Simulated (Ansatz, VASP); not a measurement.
Ta: VASP beside Ansatz

INCAR

```
SYSTEM = Ta
AGGAC    = 1.0          
AGGAX    = 1.0          
ALDAC    = 0.0          
ALDAX    = 1.0          
ALGO     = Normal         ! electronic algorithm
EDIFF    = 1E-6           ! SCF threshold, eV
EDIFFG   = -0.01          ! ionic threshold
ENCUT    = 600            ! plane-wave cutoff, eV
GGA      = B5             ! functional
IBRION   = 2              ! ionic algorithm
ISIF     = 3              ! what is computed and relaxed
ISMEAR   = -1             ! smearing method
LASPH    = .True.         ! aspherical terms in the spheres
LCHARG   = .False.        ! write CHGCAR
LREAL    = .False.        ! projectors in reciprocal space
LWAVE    = .False.        ! write WAVECAR
NELM     = 60             ! most SCF steps
NSW      = 60             ! ionic steps
PREC     = Accurate       ! precision mode
SIGMA    = 0.05           ! smearing width, eV
```

The input KPOINTS:

```
k-points
0
Gamma
  11 11 11
  0 0 0
```

POSCAR

```
Ta
1.0
   -1.6512800000      1.6512800000      1.6512800000
    1.6512800000     -1.6512800000      1.6512800000
    1.6512800000      1.6512800000     -1.6512800000
Ta
1
Direct
    0.0000000000      0.0000000000      0.0000000000
```

File input.yaml:

```yaml
crystal:
  lattice:
    - [-1.65128, 1.65128, 1.65128]
    - [1.65128, -1.65128, 1.65128]
    - [1.65128, 1.65128, -1.65128]
  atoms:
    - { symbol: Ta, position: [0.0, 0.0, 0.0] }
hamiltonian:
  xc: blyp
  pseudopotentials: { kind: paw }
kpoints:
  mp_grid: { grid: [11, 11, 11] }
scf:
  occupations: { method: fermi_dirac, width: 0.05 }
output:
  forces: true
  stress: true
  write_density: true
  write_potential: true
  elf: true
  volumetric_format: npy
relax:
  f_tol: 0.01
  max_steps: 40
  cell: { stress_tol: 0.05 }
```

Alike in both runs: task relaxation of cell and atoms; functional BLYP; k mesh 11 × 11 × 11; occupations fermi-dirac, width 0.05 eV; no spin polarisation.

|  | VASP | Ansatz |
| --- | --- | --- |
| version | VASP 6.6.1 | Ansatz 0.2.0 |
| potentials or method | VASP PAW PBE potentials, release 64 (Ta_pv) | Ansatz PAW |
| plane-wave cutoff (eV) | 600 | 420 |
| valence electrons in the cell | 11 | 13 |

```tsv
	VASP	Ansatz	Ansatz less VASP
gap on the k mesh at the Fermi level, each at its own relaxed structure (eV)	none	none	-
relaxed volume (Å³/atom)	18.91	18.82	-0.094
relaxed cell length with the largest relative difference (Å)	2.907	2.902	-0.0048
```

VASP's potentials were made for PBE, not for BLYP. A gap of «none» marks a metal or a gap that the smearing closes. VASP's potentials hold 11 valence electrons a cell and Ansatz's 13, so a difference there can come from the potentials and not from the codes.

Spin-orbit coupling is off throughout. Noted on Ansatz's run: the plane-wave basis is chosen anew once the cell has moved, so the energies of steps on either side of that aren't comparable.
